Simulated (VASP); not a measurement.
# Al3Bi2O (Amm2) in VASP: further runs, part 2 of 2

VASP 6.6.1. The steps go on from the part before.

**4. Relaxation of shape and atoms at fixed volume, PBE (24.60 Å³/atom)**

The input, INCAR:

```
PREC = Accurate
ENCUT = 600
EDIFF = 1E-7
ISMEAR = 0
SIGMA = 0.1
LREAL = F
LASPH = T
NELM = 100
ALGO = Normal
ISIF = 4
LWAVE = F
LCHARG = F
GGA = PE
IBRION = 2
NSW = 50
EDIFFG = -0.01
```

The input, KPOINTS:

```
Automatic mesh
0
Gamma
  4 8 8
```

The input, POSCAR:

```
Al3Bi2O
1.0
   10.3788261322      0.0000000000      0.0000000000
    0.0000000000      1.6387454871      4.3382398462
    0.0000000000     -1.6387454871      4.3382398462
Al Bi O
3 2 1
Direct
    0.6533520682      0.8111660971      0.8111660971
    0.3466479318      0.8111660971      0.8111660971
    0.5000000000      0.0505473980      0.0505473980
    0.8179900647      0.1092206252      0.1092206252
    0.1820099353      0.1092206252      0.1092206252
    0.5000000000      0.6635549874      0.6635549874
```

Potentials or basis: VASP PAW PBE potentials, release 64 (Al, Bi_d, O).

Started as:

```bash
cat potpaw_PBE.64/Al/POTCAR potpaw_PBE.64/Bi_d/POTCAR potpaw_PBE.64/O/POTCAR > POTCAR
mpirun -np 1 vasp_std > vasp.out
```

OUTCAR:

```text
PREC = Accurate
   ENCUT = 600
   EDIFF = 1E-7
   ISMEAR = 0
   LREAL = F
   LASPH = T
   NELM = 100
   ISIF = 4
   GGA = PE
   IBRION = 2
   NSW = 50
   EDIFFG = -0.01

 ion  position               nearest neighbor table
   1  0.653  0.811  0.811-   6 2.04   3 2.62   4 2.95   4 2.95   4 3.10   2 3.18   3 3.21   3 3.21

   2  0.347  0.811  0.811-   6 2.04   3 2.62   5 2.95   5 2.95   5 3.10   1 3.18   3 3.21   3 3.21

   3  0.500  0.051  0.051-   6 1.91   6 1.91   1 2.62   2 2.62   2 3.21   2 3.21   1 3.21   1 3.21
                             4 3.34   5 3.34
   4  0.818  0.109  0.109-   1 2.95   1 2.95   1 3.10   3 3.34   5 3.78
   5  0.182  0.109  0.109-   2 2.95   2 2.95   2 3.10   3 3.34   4 3.78
   6  0.500  0.664  0.664-   3 1.91   3 1.91   1 2.04   2 2.04

  LATTYP: Found a base centered orthorhombic cell.
 ALAT       =     3.2774909742
 B/A-ratio  =     2.6472932376
 C/A-ratio  =     3.1666986161

  Lattice vectors:

 A1 = (   0.0000000000,   1.6387454871,  -4.3382398462)
 A2 = (   0.0000000000,   1.6387454871,   4.3382398462)
 A3 = (  10.3788261322,   0.0000000000,   0.0000000000)

Analysis of symmetry for initial positions (statically):
=====================================================================
 Subroutine PRICEL returns:
 Original cell was already a primitive cell.

 Routine SETGRP: Setting up the symmetry group for a
 base centered orthorhombic supercell.

 Subroutine GETGRP returns: Found  4 space group operations
 (whereof  4 operations were pure point group operations)
 out of a pool of  8 trial point group operations.

The static configuration has the point symmetry C_2v.

Analysis of symmetry for dynamics (positions and initial velocities):
=====================================================================
 Subroutine PRICEL returns:
 Original cell was already a primitive cell.
[... 157 lines left out ...]

 number of electron      45.0000000 magnetization

 Free energy of the ion-electron system (eV)
  ---------------------------------------------------
  ext. energy  EPLUGINS =         0.00000000
  ---------------------------------------------------
  free energy    TOTEN  =       -27.08515519 eV

  energy without entropy =      -27.07643044  energy(sigma->0) =      -27.08079281

------------------------ aborting loop because EDIFF is reached ----------------------------------------

  FORCE on cell =-STRESS in cart. coord.  units (eV):
  Direction    XX          YY          ZZ          XY          YZ          ZX
  --------------------------------------------------------------------------------------
  -------------------------------------------------------------------------------------
  Total       -1.3488158     -1.7992505     -1.6723571      0.0000000      0.0000000      0.0000000
  in kB      -14.6440067    -19.5343473    -18.1566740      0.0000000      0.0000000      0.0000000
  external PRESSURE =     -17.4450093 kB  Pullay stress =       0.0000000 kB
[... 101 lines left out ...]
  FREE ENERGIE OF THE ION-ELECTRON SYSTEM (eV)
  ---------------------------------------------------
  free  energy   TOTEN  =       -27.0900921365 eV

  energy  without entropy=      -27.0821296292  energy(sigma->0) =      -27.08611088

[... ionic steps 4 to 11 ...]

--------------------------------------- Ionic step       12  -------------------------------------------

 number of electron      44.9999997 magnetization

------------------------ aborting loop because EDIFF is reached ----------------------------------------
[... 75 lines left out ...]
--------------------------------------- Ionic step       14  -------------------------------------------

 number of electron      44.9999997 magnetization

 Free energy of the ion-electron system (eV)
  ---------------------------------------------------
  ext. energy  EPLUGINS =         0.00000000
  ---------------------------------------------------
  free energy    TOTEN  =       -27.09810894 eV

  energy without entropy =      -27.09068370  energy(sigma->0) =      -27.09439632

 E-fermi :   5.7378     XC(G=0):  -9.0704

 val. band max:        5.7199808260   @ k =   0.5000  -0.2500   0.2500
 cond. band min:       5.7395279653   @ k =   0.5000  -0.2500   0.1250
 fundamental gap:      0.0195471393
 Fermi energy:         5.7378149908

 k-point     1 :       0.0000    0.0000    0.0000
  band No.  band energies     occupation
      1     -17.1725      2.00000
      2     -17.1678      2.00000
      3     -16.9867      2.00000
      4     -16.9821      2.00000
      5     -16.9799      2.00000
      6     -16.9795      2.00000
[... 709 lines left out ...]
     26       7.9574      0.00000
     27       8.4076      0.00000

 [... further k-points ...]

------------------------ aborting loop because EDIFF is reached ----------------------------------------

  FORCE on cell =-STRESS in cart. coord.  units (eV):
  Direction    XX          YY          ZZ          XY          YZ          ZX
  --------------------------------------------------------------------------------------
  -------------------------------------------------------------------------------------
  Total       -0.6378518     -0.6591249     -0.6817003      0.0000000      0.0000000      0.0000000
  in kB       -6.9251161     -7.1560765     -7.4011761      0.0000000      0.0000000      0.0000000
  external PRESSURE =      -7.1607896 kB  Pullay stress =       0.0000000 kB
[... 21 lines left out ...]
  FREE ENERGIE OF THE ION-ELECTRON SYSTEM (eV)
  ---------------------------------------------------
  free  energy   TOTEN  =       -27.0981089415 eV

  energy  without entropy=      -27.0906837030  energy(sigma->0) =      -27.09439632

 reached required accuracy - stopping structural energy minimisation
```

CONTCAR:

```text
Al3Bi2O
   1.00000000000000
    10.5146196033715675    0.0000000000000000    0.0000000000000000
     0.0000000000000000    1.6291421070733856    4.3074552095658039
     0.0000000000000000   -1.6291421070733856    4.3074552095658039
  Al              Bi              O
     3     2     1
Direct
     0.6500318509080327    0.8106701687643928    0.8106701687643928
     0.3499681490919672    0.8106701687643928    0.8106701687643928
     0.5000000000000000    0.0502447590087811    0.0502447590087811
     0.8114317312671737    0.1103869029694946    0.1103869029694946
     0.1885682687328263    0.1103869029694946    0.1103869029694946
     0.5000000000000000    0.6625169275234442    0.6625169275234442

  0.00000000E+00  0.00000000E+00  0.00000000E+00
  0.00000000E+00  0.00000000E+00  0.00000000E+00
  0.00000000E+00  0.00000000E+00  0.00000000E+00
  0.00000000E+00  0.00000000E+00  0.00000000E+00
  0.00000000E+00  0.00000000E+00  0.00000000E+00
  0.00000000E+00  0.00000000E+00  0.00000000E+00
```

It took 29 min on 1 thread of AMD EPYC 9R45 (Zen 5), shared host; peak memory 0.55 GiB.

What came out:

```yaml
Free_energy: -27.0981 eV
Energy_gained_by_relaxing: 2.2 meV/atom
Ionic_steps: 14
Pressure_after_relaxing: -0.7 GPa
Largest_force_after_relaxing: 0.009 eV/Å
Band_gap_on_the_k_mesh: zero (an odd number of electrons rules out a gap without spin polarisation)
```

Forces in eV/Å, atoms in the order of the input:
```
Al   0.006  0.000  0.002
Al  -0.006  0.000  0.002
Al   0.000  0.000 -0.004
Bi   0.000  0.000 -0.005
Bi   0.000  0.000 -0.005
O    0.000  0.000  0.009
```

Step by step:
```tsv
step	energy change (eV)	largest force (eV/Å)	pressure (GPa)	volume (Å³)
1	0.0000	0.1297	-1.74	147.57
2	-0.0028	0.1155	-1.63	147.57
3	-0.0049	0.1696	-1.41	147.57
4	-0.0070	0.1355	-1.34	147.57
5	-0.0108	0.0516	-1.11	147.57
6	-0.0088	0.1899	-0.61	147.57
7	-0.0116	0.0395	-0.94	147.57
8	-0.0123	0.0263	-0.84	147.57
9	-0.0125	0.0227	-0.74	147.57
10	-0.0127	0.0180	-0.74	147.57
11	-0.0128	0.0415	-0.74	147.57
12	-0.0129	0.0141	-0.72	147.57
13	-0.0129	0.0175	-0.72	147.57
14	-0.0130	0.0093	-0.72	147.57
```

Final structure:
```
Al Bi O
1.0
    10.51462    0.00000    0.00000
     0.00000    1.62914    4.30746
     0.00000   -1.62914    4.30746
Al Bi O
3 2 1
Direct
  0.65003 0.81067 0.81067
  0.34997 0.81067 0.81067
  0.50000 0.05024 0.05024
  0.81143 0.11039 0.11039
  0.18857 0.11039 0.11039
  0.50000 0.66252 0.66252
```

Caveat: spin-orbit coupling is left out, which moves the levels of the heavy elements; an odd number of electrons without spin polarisation forces a metal; a magnetic or distorted state may lie lower.

**5. Relaxation of cell and atoms, PBE**

This run uses another cell than the first one, of 25.63 Å³/atom.

The input, INCAR:

```
PREC = Accurate ; ENCUT = 600
EDIFF = 1E-6 ; ISMEAR = 0
SIGMA = 0.1 ; LREAL = F
LASPH = T ; NELM = 100
ALGO = Normal ; ISIF = 3
LWAVE = F ; LCHARG = F
GGA = PE ; IBRION = 2
NSW = 100 ; EDIFFG = -0.01
```

The input, KPOINTS:

```
regular mesh
0
Gamma
  4 8 8
```

The input, POSCAR:

```
Al3Bi2O
1.0
    9.4895187360      0.0000000000      0.0000000000
    0.0000000000      2.0769650580      3.9006784316
    0.0000000000     -2.0769650580      3.9006784316
Al Bi O
3 2 1
Direct
    0.6575470949      0.7887389240      0.7887389240
    0.3424529051      0.7887389240      0.7887389240
    0.5000000000      0.0801838439      0.0801838439
    0.8088163224      0.1267467365      0.1267467365
    0.1911836776      0.1267467365      0.1267467365
    0.5000000000      0.6437206650      0.6437206650
```

Started as:

```bash
cat potpaw_PBE.64/Al/POTCAR potpaw_PBE.64/Bi_d/POTCAR potpaw_PBE.64/O/POTCAR > POTCAR
mpirun -np 1 vasp_std > vasp.out
```

It took 2 h on 1 thread of AMD EPYC 9R45 (Zen 5), shared host; peak memory 0.51 GiB.

Results (log left out):

```
Free energy                           : -27.1080 eV
Relaxed volume                        : 23.81 Å³/atom
Relaxed cell                          : a = 10.257 Å, b = 4.591 Å, c = 4.591 Å, α = 41.37°, β = 90.00°, γ = 90.00°
Space group after relaxing (to 0.1 Å) : Amm2 (No. 38)
Energy gained by relaxing             : 79.4 meV/atom
Ionic steps                           : 61
Pressure after relaxing               : 0.0 GPa
Largest force after relaxing          : 0.010 eV/Å
Band gap on the k mesh                : zero (an odd number of electrons rules out a gap without spin polarisation)
```

Forces in eV/Å, atoms in the order of the input:
```
Al  -0.001  0.000  0.010
Al   0.001  0.000  0.010
Al   0.000  0.000 -0.009
Bi  -0.003  0.000 -0.006
Bi   0.003  0.000 -0.006
O    0.000  0.000  0.001
```

Step by step:
| step | energy change (eV) | largest force (eV/Å) | pressure (GPa) | volume (Å³) |
| --- | --- | --- | --- | --- |
| 1 | 0.0000 | 0.1120 | -0.30 | 153.76 |
| 3 | -0.0028 | 0.0860 | 0.13 | 152.53 |
| 5 | -0.0038 | 0.0809 | -0.04 | 152.80 |
| 7 | -0.0068 | 0.0501 | -0.04 | 152.72 |
| 9 | -0.0078 | 0.0676 | 0.01 | 152.64 |
| 11 | -0.0114 | 0.0962 | 0.00 | 152.65 |
| 13 | -0.0117 | 0.1675 | 0.02 | 152.64 |
| 15 | -0.0129 | 0.1861 | 0.00 | 152.66 |
| 17 | -0.0196 | 0.3068 | -0.02 | 152.72 |
| 19 | -0.0248 | 0.3654 | -0.03 | 152.72 |
| 21 | -0.0433 | 0.2720 | 0.07 | 152.58 |
| 23 | -0.0615 | 0.7006 | 0.50 | 151.82 |
| 25 | -0.0748 | 0.3997 | 0.15 | 152.52 |
| 27 | -0.0951 | 0.3651 | -1.78 | 156.32 |
| 29 | -0.1034 | 0.3047 | -1.32 | 155.12 |
| 31 | -0.1930 | 0.5970 | -1.28 | 153.00 |
| 33 | 0.3428 | 1.2579 | 4.01 | 141.67 |
| 35 | -0.3997 | 0.5264 | 0.13 | 147.00 |
| 37 | -0.4294 | 0.3443 | -0.25 | 147.62 |
| 39 | -0.4461 | 0.2314 | -0.06 | 146.61 |
| 41 | -0.4582 | 0.1118 | 0.10 | 145.89 |
| 43 | -0.4642 | 0.0864 | -0.18 | 146.30 |
| 45 | -0.4682 | 0.0778 | -0.30 | 146.19 |
| 47 | -0.4702 | 0.1089 | 0.17 | 144.88 |
| 49 | -0.4726 | 0.0688 | 0.02 | 144.63 |
| 51 | -0.4742 | 0.0669 | -0.27 | 144.69 |
| 53 | -0.4757 | 0.0527 | 0.04 | 143.42 |
| 55 | -0.4763 | 0.0323 | 0.05 | 142.90 |
| 57 | -0.4764 | 0.0207 | -0.04 | 143.06 |
| 59 | -0.4765 | 0.0207 | -0.03 | 143.00 |
| 61 | -0.4766 | 0.0099 | 0.02 | 142.87 |

Final structure:
```
Al Bi O
1.0
    10.25706    0.00000    0.00000
     0.00000    1.62162    4.29476
     0.00000   -1.62162    4.29476
Al Bi O
3 2 1
Direct
  0.65363 0.81101 0.81101
  0.34637 0.81101 0.81101
  0.50000 0.05039 0.05039
  0.81887 0.10953 0.10953
  0.18113 0.10953 0.10953
  0.50000 0.66340 0.66340
```

Levels at points of the mesh, in eV from the Fermi level:
```csv
k point,band 19,band 20,band 21,band 22,band 23,band 24,band 25,band 26,band 27
"(0.00, 0.00, 0.00)",-3.42,-1.64,-1.38,0.21,0.49,1.81,2.34,3.78,4.23
"(0.50, 0.00, 0.00)",-2.50,-1.87,-0.87,-0.63,0.35,1.81,2.72,3.71,4.11
"(0.00, 0.50, 0.00)",-3.54,-2.30,-2.26,-1.81,-0.48,-0.06,0.79,0.86,2.14
"(0.50, 0.50, 0.00)",-3.37,-2.97,-1.99,-1.82,-0.24,0.42,1.04,1.38,1.54
"(0.00, 0.50, 0.50)",-4.17,-2.31,-1.95,-0.39,0.09,1.95,3.40,3.54,4.56
"(0.50, 0.50, 0.50)",-3.43,-3.18,-1.87,-1.27,1.42,2.80,3.33,3.42,3.61
```

Caveat: spin-orbit coupling is left out, which moves the levels of the heavy elements; an odd number of electrons without spin polarisation forces a metal; a magnetic or distorted state may lie lower.

**6. Summary**

```tsv
task	cell	cutoff (eV)	gap on the mesh (eV)	pressure (GPa)	relaxed volume (Å³/atom)	largest force (eV/Å)
single point	a = 10.515, b = 4.604, c = 4.604 Å, angles 41.5, 90.0, 90.0°, 6 atoms, atomic positions A	520	none	-0.7	-	0.01
relaxation of cell and atoms	relaxed from a = 10.277, b = 4.592, c = 4.592 Å, angles 41.4, 90.0, 90.0°, 6 atoms, atomic positions A	600	none	0.0	23.83	-
relaxation of shape and atoms at fixed volume	relaxed from a = 10.379, b = 4.637, c = 4.637 Å, angles 41.4, 90.0, 90.0°, 6 atoms, atomic positions B	600	none	-0.7	-	0.01
relaxation of cell and atoms	relaxed from a = 9.490, b = 4.419, c = 4.419 Å, angles 56.1, 90.0, 90.0°, 6 atoms, atomic positions C	600	none	0.0	23.81	0.01
```

Alike in all rows: level PBE; potentials or basis VASP PAW PBE potentials, release 64 (Al, Bi_d, O); no spin polarisation; k mesh 4 × 8 × 8; smearing gaussian 0.1 eV.

Caveats: spin-orbit coupling is left out, which moves the levels of the heavy elements; an odd number of electrons without spin polarisation forces a metal; a magnetic or distorted state may lie lower.

Absolute energies hang on the potentials; compare differences alone.
